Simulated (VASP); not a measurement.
# Rb (I4/mmm) in VASP: notebook

Rb is run at these levels: PBEsol; tasks: single point.

All numbers are computed with VASP 6.6.1; they aren't measurements. Logs are shortened: lines on timing, memory, paths and dates and some standing lists are left out, and cuts for length are marked.

### Step 1. The cell of the first run

It takes space group I4/mmm (No. 139, tetragonal). Conventional cell: a = 4.903 Å, b = 4.903 Å, c = 7.354 Å, α = 90.00°, β = 90.00°, γ = 90.00°.

### Step 2. Single point, PBEsol

INCAR

```
PREC = Accurate
ENCUT = 520
EDIFF = 1E-7
ISMEAR = 0
SIGMA = 0.15
LREAL = F
LASPH = T
NELM = 60
ALGO = Fast
ISIF = 2
LWAVE = F
LCHARG = T
GGA = PS
LELF = T
LVHAR = T
NBANDS = 10
```

KPOINTS

```
Automatic mesh
0
Gamma
  14 14 14
```

POSCAR

```
Rb
1.0
   -2.4512667841      2.4512667841      3.6769001761
    2.4512667841     -2.4512667841      3.6769001761
    2.4512667841      2.4512667841     -3.6769001761
Rb
1
Direct
    0.0000000000      0.0000000000      0.0000000000
```

Potentials or basis: VASP PAW PBE potentials, release 64 (Rb_sv).

Run with:

```sh
> cat potpaw_PBE.64/Rb_sv/POTCAR > POTCAR
> mpirun -np 1 vasp_std > vasp.out
```

OUTCAR:

```text
PREC = Accurate
   ENCUT = 520
   EDIFF = 1E-7
   ISMEAR = 0
   LREAL = F
   LASPH = T
   NELM = 60
   ISIF = 2
   GGA = PS

 ion  position               nearest neighbor table
   1  0.000  0.000  0.000-

  LATTYP: Found a body centered tetragonal cell.
 ALAT       =     4.9025335682
 C/A-ratio  =     1.5000000000

  Lattice vectors:

 A1 = (  -2.4512667841,   2.4512667841,   3.6769001761)
 A2 = (   2.4512667841,  -2.4512667841,   3.6769001761)
 A3 = (   2.4512667841,   2.4512667841,  -3.6769001761)

Analysis of symmetry for initial positions (statically):
=====================================================================
 Subroutine PRICEL returns:
 Original cell was already a primitive cell.

 Routine SETGRP: Setting up the symmetry group for a
 body centered tetragonal supercell.

 Subroutine GETGRP returns: Found 16 space group operations
 (whereof 16 operations were pure point group operations)
 out of a pool of 16 trial point group operations.

The static configuration has the point symmetry D_4h.

Analysis of symmetry for dynamics (positions and initial velocities):
=====================================================================
 Subroutine PRICEL returns:
 Original cell was already a primitive cell.

 Routine SETGRP: Setting up the symmetry group for a
 body centered tetragonal supercell.

 Subroutine GETGRP returns: Found 16 space group operations
 (whereof 16 operations were pure point group operations)
 out of a pool of 16 trial point group operations.

The dynamic configuration has the point symmetry D_4h.

 Subroutine INISYM returns: Found 16 space group operations
 (whereof 16 operations are pure point group operations),
 and found     1 'primitive' translations

----------------------------------------------------------------------------------------

                                     Primitive cell

  volume of cell :      88.3737

  direct lattice vectors                    reciprocal lattice vectors
    -2.451266784  2.451266784  3.676900176     0.000000000  0.203976166  0.135984111
     2.451266784 -2.451266784  3.676900176     0.203976166  0.000000000  0.135984111
     2.451266784  2.451266784 -3.676900176     0.203976166  0.203976166  0.000000000

  length of vectors
     5.053415934  5.053415934  5.053415934     0.245148842  0.245148842  0.288465860

  position of ions in fractional coordinates (direct lattice)
     0.000000000  0.000000000  0.000000000

  ion indices of the primitive-cell ions
   primitive index   ion index
                 1           1

----------------------------------------------------------------------------------------

 KPOINTS: Automatic mesh

Automatic generation of k-mesh.
 Grid dimensions read from file:
 generate k-points for:   14   14   14

 Generating k-lattice:

  Cartesian coordinates                     Fractional coordinates (reciprocal lattice)
     0.000000000  0.014569726  0.009713151     0.071428571  0.000000000  0.000000000
     0.014569726  0.000000000  0.009713151     0.000000000  0.071428571  0.000000000
     0.014569726  0.014569726  0.000000000     0.000000000  0.000000000  0.071428571

  Length of vectors
     0.017510632  0.017510632  0.020604704

  Shift w.r.t. Gamma in fractional coordinates (k-lattice)
     0.000000000  0.000000000  0.000000000

 Subroutine IBZKPT returns following result:
 ===========================================

 Found    244 irreducible k-points:

 Following reciprocal coordinates:
            Coordinates               Weight
  0.000000  0.000000  0.000000      1.000000
  0.071429 -0.000000  0.000000      8.000000
  0.142857 -0.000000  0.000000      8.000000
  0.214286 -0.000000  0.000000      8.000000
  0.285714  0.000000  0.000000      8.000000
  0.357143 -0.000000  0.000000      8.000000
[... 16 lines left out ...]
  0.214286  0.142857  0.000000     16.000000
  0.285714  0.142857  0.000000     16.000000
 [... further k-points ...]
   k-points           NKPTS =    244   k-points in BZ     NKDIM =    244   number of bands    NBANDS=     10
   number of dos      NEDOS =    301   number of ions     NIONS =      1
   total plane-waves  NPLWV =  64000
   dimension x,y,z NGX =    40 NGY =   40 NGZ =   40
   dimension x,y,z NGXF=    80 NGYF=   80 NGZF=   80
   ions per type =               1
   NGX,Y,Z   is equivalent  to a cutoff of  13.16, 13.16, 13.16 a.u.
   NGXF,Y,Z  is equivalent  to a cutoff of  26.32, 26.32, 26.32 a.u.
 SYSTEM =  unknown system
   PREC   = accura    normal or accurate (medium, high low for compatibility)
   ISTART =      0    job   : 0-new  1-cont  2-samecut
   ICHARG =      2    charge: 1-file 2-atom 10-const
   ISPIN  =      1    spin polarized calculation?
   LNONCOLLINEAR =      F non collinear calculations
   LSORBIT =      F    spin-orbit coupling
   LASPH  =      T    aspherical Exc in radial PAW
   ENCUT  =  520.0 eV  38.22 Ry    6.18 a.u.   9.40  9.40  9.40*2*pi/ulx,y,z
   NELM   =     60;   NELMIN=  2; NELMDL= -5     # of ELM steps
   EDIFF  = 0.1E-06   stopping-criterion for ELM
   LREAL  =      F    real-space projection
   EDIFFG = 0.1E-05   stopping-criterion for IOM
   NSW    =      0    number of steps for IOM
   IBRION =     -1    ionic relax: 0-MD 1-quasi-New 2-CG
   NFREE  =      0    steps in history (QN), initial steepest desc. (CG)
   ISIF   =      2    stress and relaxation
   ISYM   =      2    0-nonsym 1-usesym 2-fastsym
   POTIM  = 0.5000    time-step for ionic-motion
   TEBEG  =    0.0;   TEEND  =   0.0 temperature during run
   PSTRESS=    0.0 pullay stress
   NELECT =       9.0000    total number of electrons
   NUPDOWN=      -1.0000    fix difference up-down
   EMIN   =  10.00;   EMAX   =-10.00  energy-range for DOS
   EFERMI =   0.00;   METHOD = LEGACY
   ISMEAR =     0;   SIGMA  =   0.15  broadening in eV -4-tet -1-fermi 0-gaus
   EFERMI_NEDOS =   21; number of points for ismear=-14 and -15
   IALGO  =     68    algorithm
   IMIX   =      4    mixing-type and parameters
     AMIX     =   0.40;   BMIX     =  1.00
     AMIX_MAG =   1.60;   BMIX_MAG =  1.00
  volume/ion in A,a.u.               =      88.37       596.38
  Fermi-wavevector in a.u.,A,eV,Ry     =   0.764507  1.444708  7.952205  0.584471
  Thomas-Fermi vector in A             =   1.864423
   LORBIT       =      0    0 simple, 1 ext, 2 COOP (PROOUT), +10 PAW based schemes
   GGA     = PS    functional components
   LHFCALC =     F    Hartree Fock is set to
   AEXX    =    0.0000 exact exchange contribution
   IVDW    =     0    specifies the selected vdW correction
   LEPSILON=     F    determine dielectric tensor
   LRPA    =     F    only Hartree local field effects (RPA)
 non-spin polarized calculation
 RMM-DIIS sequential band-by-band and
 Gauss-broadening in eV      SIGMA  =   0.15
  energy-cutoff  :      520.00
  volume of cell :       88.37
 maximum number of plane-waves:      2407
 NGX is ok and might be reduce to    40

 number of electron       9.0000000 magnetization

 Free energy of the ion-electron system (eV)
  ---------------------------------------------------
  ext. energy  EPLUGINS =         0.00000000
  ---------------------------------------------------
  free energy    TOTEN  =        -1.02981461 eV

  energy without entropy =       -1.02025070  energy(sigma->0) =       -1.02503265

 E-fermi :   0.0104     XC(G=0):  -5.5936

 val. band max:        0.0080471902   @ k =  -0.2143   0.4286   0.0714
 cond. band min:       0.0162415250   @ k =   0.5000   0.2143   0.1429
 fundamental gap:      0.0081943347
 Fermi energy:         0.0104036972

 k-point     1 :       0.0000    0.0000    0.0000
  band No.  band energies     occupation
      1     -28.8260      2.00000
      2     -12.8720      2.00000
      3     -12.8704      2.00000
      4     -12.8704      2.00000
      5      -2.0045      2.00000
      6       3.5003      0.00000
      7       3.7151      0.00000
      8       3.7151      0.00000
      9       4.7408      0.00000
     10       5.2265      0.00000

 k-point     2 :       0.0714   -0.0000    0.0000
  band No.  band energies     occupation
      1     -28.8258      2.00000
      2     -12.8764      2.00000
      3     -12.8724      2.00000
      4     -12.8709      2.00000
      5      -1.9457      2.00000
      6       3.4285      0.00000
      7       3.6368      0.00000
      8       3.7450      0.00000
      9       4.6809      0.00000
     10       5.1376      0.00000

 k-point     3 :       0.1429   -0.0000    0.0000
  band No.  band energies     occupation
      1     -28.8252      2.00000
      2     -12.8914      2.00000
      3     -12.8751      2.00000
      4     -12.8723      2.00000
      5      -1.7720      2.00000
      6       3.0687      0.00000
      7       3.6336      0.00000
      8       3.8156      0.00000
      9       4.5880      0.00000
     10       4.9633      0.00000

 k-point     4 :       0.2143   -0.0000    0.0000
  band No.  band energies     occupation
      1     -28.8243      2.00000
      2     -12.9129      2.00000
      3     -12.8788      2.00000
      4     -12.8743      2.00000
      5      -1.4919      2.00000
      6       2.5882      0.00000
      7       3.6055      0.00000
      8       3.8599      0.00000
      9       4.6249      0.00000
     10       4.8783      0.00000
[... 222 lines left out ...]
 k-point    22 :       0.1429    0.1429    0.0000
  band No.  band energies     occupation
      1     -28.8241      2.00000
      2     -12.9106      2.00000
      3     -12.8866      2.00000
      4     -12.8766      2.00000
      5      -1.4099      2.00000
      6       2.6522      0.00000
      7       3.3296      0.00000
      8       3.9731      0.00000
      9       4.1667      0.00000
     10       5.1237      0.00000

 k-point    23 :       0.2143    0.1429    0.0000
  band No.  band energies     occupation
      1     -28.8232      2.00000
      2     -12.9276      2.00000
      3     -12.8933      2.00000
      4     -12.8799      2.00000
      5      -1.0770      2.00000
      6       2.3016      0.00000
      7       3.0685      0.00000
      8       3.8900      0.00000
      9       4.3002      0.00000
     10       5.3776      0.00000

 k-point    24 :       0.2857    0.1429    0.0000
  band No.  band energies     occupation
      1     -28.8223      2.00000
      2     -12.9459      2.00000
      3     -12.8975      2.00000
      4     -12.8837      2.00000
      5      -0.6630      2.00000
      6       1.8407      0.00000
      7       2.9321      0.00000
      8       3.6991      0.00000
      9       4.6744      0.00000
     10       5.7510      0.00000

 [... further k-points ...]

------------------------ aborting loop because EDIFF is reached ----------------------------------------

  FORCE on cell =-STRESS in cart. coord.  units (eV):
  Direction    XX          YY          ZZ          XY          YZ          ZX
  --------------------------------------------------------------------------------------
  -------------------------------------------------------------------------------------
  Total       -0.0202672     -0.0202672     -0.0542318      0.0000000      0.0000000      0.0000000
  in kB       -0.3674356     -0.3674356     -0.9832000      0.0000000      0.0000000      0.0000000
  external PRESSURE =      -0.5726904 kB  Pullay stress =       0.0000000 kB

 VOLUME and BASIS-vectors are now :
 -----------------------------------------------------------------------------
  energy-cutoff  :      520.00
  volume of cell :       88.37
      direct lattice vectors                 reciprocal lattice vectors
    -2.451266784  2.451266784  3.676900176     0.000000000  0.203976166  0.135984111
     2.451266784 -2.451266784  3.676900176     0.203976166  0.000000000  0.135984111
     2.451266784  2.451266784 -3.676900176     0.203976166  0.203976166  0.000000000

 POSITION                                       TOTAL-FORCE (eV/Angst)
 -----------------------------------------------------------------------------------
      0.00000      0.00000      0.00000        -0.000000      0.000000      0.000000
 -----------------------------------------------------------------------------------
    total drift:                                0.000000      0.000000     -0.000000

  FREE ENERGIE OF THE ION-ELECTRON SYSTEM (eV)
  ---------------------------------------------------
  free  energy   TOTEN  =        -1.0298146073 eV

  energy  without entropy=       -1.0202507011  energy(sigma->0) =       -1.02503265
```

It took 1.7 min on 1 thread of Intel Xeon 6975P-C (Granite Rapids), shared host; peak memory 0.37 GiB.

What came out:

* Free energy: -1.0298 eV
* Pressure: -0.1 GPa
* Band gap on the k mesh: zero (an odd number of electrons rules out a gap without spin polarisation)

Levels at points of the mesh, in eV from the Fermi level:
```tsv
k point	band 1	band 2	band 3	band 4	band 5	band 6	band 7	band 8	band 9	band 10
(0.00, 0.00, 0.00)	-28.84	-12.88	-12.88	-12.88	-2.01	3.49	3.70	3.70	4.73	5.22
(0.50, 0.00, 0.00)	-28.83	-12.99	-12.90	-12.89	0.13	0.68	3.25	3.58	5.66	5.74
(0.50, 0.50, 0.00)	-28.83	-12.98	-12.93	-12.92	0.68	1.57	1.77	4.41	4.53	4.98
(0.50, 0.50, 0.50)	-28.83	-12.98	-12.91	-12.91	0.49	1.20	1.92	4.81	4.81	5.06
```

Caveat: the PAW data sets were made with another functional, which shifts forces and pressure a little.

### Step 3. Single point, PBEsol

This run uses another cell than the first one, of the same volume but with other edges.

INCAR

```
SYSTEM = Rb
PREC = Accurate
ENCUT = 520
EDIFF = 1E-6
ISMEAR = 0
SIGMA = 0.15
LREAL = .FALSE.
LASPH = .TRUE.
NELM = 100
ALGO = Fast
ISIF = 2
LWAVE = .FALSE.
LCHARG = .TRUE.
GGA = PS
LELF = .TRUE.
LVHAR = .TRUE.
NBANDS = 10
```

KPOINTS

```
regular mesh
0
G
  14 14 14
  0 0 0
```

POSCAR

```
Rb
1.0
   -2.8444431333      2.8444431333      2.7306654079
    2.8444431333     -2.8444431333      2.7306654079
    2.8444431333      2.8444431333     -2.7306654079
Rb
1
Direct
    0.0000000000      0.0000000000      0.0000000000
```

Potentials or basis: VASP PAW PBE potentials, release 64 (Rb_sv).

Run with:

```sh
> cat potpaw_PBE.64/Rb_sv/POTCAR > POTCAR
> mpirun -np 1 vasp_std > vasp.out
```

Run time: 57 s. Hardware: 1 thread of Intel Xeon 6975P-C (Granite Rapids), shared host; peak memory 0.34 GiB.

Results (log left out):

```
Free energy            : -1.0291 eV
Pressure               : -0.1 GPa
Band gap on the k mesh : zero (an odd number of electrons rules out a gap without spin polarisation)
```

Levels at points of the mesh, in eV from the Fermi level:
```csv
k point,band 1,band 2,band 3,band 4,band 5,band 6,band 7,band 8,band 9,band 10
"(0.00, 0.00, 0.00)",-28.84,-12.88,-12.88,-12.88,-2.01,3.57,3.79,3.79,4.53,4.83
"(0.50, 0.00, 0.00)",-28.83,-12.99,-12.92,-12.88,0.26,0.84,2.52,4.36,5.19,5.39
"(0.50, 0.50, 0.00)",-28.83,-12.99,-12.92,-12.88,0.18,0.74,2.75,4.22,5.20,5.39
"(0.50, 0.50, 0.50)",-28.83,-12.96,-12.96,-12.95,1.19,1.30,3.19,3.19,3.60,4.96
```

Caveat: the PAW data sets were made with another functional, which shifts forces and pressure a little.

### Step 4. Single point, PBEsol

This run uses another cell than the first one, of the same volume but with other edges.

INCAR

```
SYSTEM = Rb
ALGO = Fast
EDIFF = 1E-6
ENCUT = 520
GGA = PS
ISIF = 2
ISMEAR = 0
LASPH = .True.
LCHARG = .False.
LREAL = .False.
LWAVE = .False.
NBANDS = 10
NELM = 80
PREC = Accurate
SIGMA = 0.15
```

KPOINTS

```
k-points
0
Gamma
  14 14 14
  0 0 0
```

POSCAR

```
Rb
1.0
   -2.7607340199      2.7607340199      2.8987707209
    2.7607340199     -2.7607340199      2.8987707209
    2.7607340199      2.7607340199     -2.8987707209
Rb
1
Direct
    0.0000000000      0.0000000000      0.0000000000
```

Run with:

```sh
> cat potpaw_PBE.64/Rb_sv/POTCAR > POTCAR
> mpirun -np 1 vasp_std > vasp.out
```

It took 53 s on 1 thread of Intel Xeon 6975P-C (Granite Rapids), shared host; peak memory 0.34 GiB.

Results (log left out):

```yaml
Free_energy: -1.0291 eV
Pressure: -0.1 GPa
Band_gap_on_the_k_mesh: zero (an odd number of electrons rules out a gap without spin polarisation)
```

Levels at points of the mesh, in eV from the Fermi level:
```csv
k point,band 2,band 3,band 4,band 5,band 6,band 7
"(0.00, 0.00, 0.00)",-12.88,-12.88,-12.88,-2.01,3.64,3.64
"(0.50, 0.00, 0.00)",-12.99,-12.92,-12.88,0.21,0.77,2.69
"(0.50, 0.50, 0.00)",-12.99,-12.92,-12.89,0.29,0.88,2.43
"(0.50, 0.50, 0.50)",-12.97,-12.95,-12.95,1.18,1.32,3.00
```

Caveat: the PAW data sets were made with another functional, which shifts forces and pressure a little.

### Step 5. Overview

```csv
cell,further INCAR settings,gap on the mesh (eV),pressure (GPa)
"a = 5.053 Å, angles 122.0, 122.0, 86.6°, 1 atom",ALGO = Fast; EDIFF = 1e-07; NBANDS = 10,none,-0.1
"a = 4.862 Å, angles 108.4, 108.4, 111.7°, 1 atom",ALGO = Fast; EDIFF = 1e-06; NBANDS = 10,none,-0.1
"a = 4.863 Å, angles 110.8, 110.8, 106.8°, 1 atom",ALGO = Fast; EDIFF = 1e-06; NBANDS = 10,none,-0.1
```

Alike in all rows: task single point; level PBEsol; potentials or basis VASP PAW PBE potentials, release 64 (Rb_sv); no spin polarisation; k mesh 14 × 14 × 14; cutoff (eV) 520; smearing gaussian 0.15 eV.

Caveats: the PAW data sets were made with another functional, which shifts forces and pressure a little.

Absolute energies hang on the potentials; compare differences alone.

The gap in the log of VASP goes by the Fermi energy; the results here count the filled bands.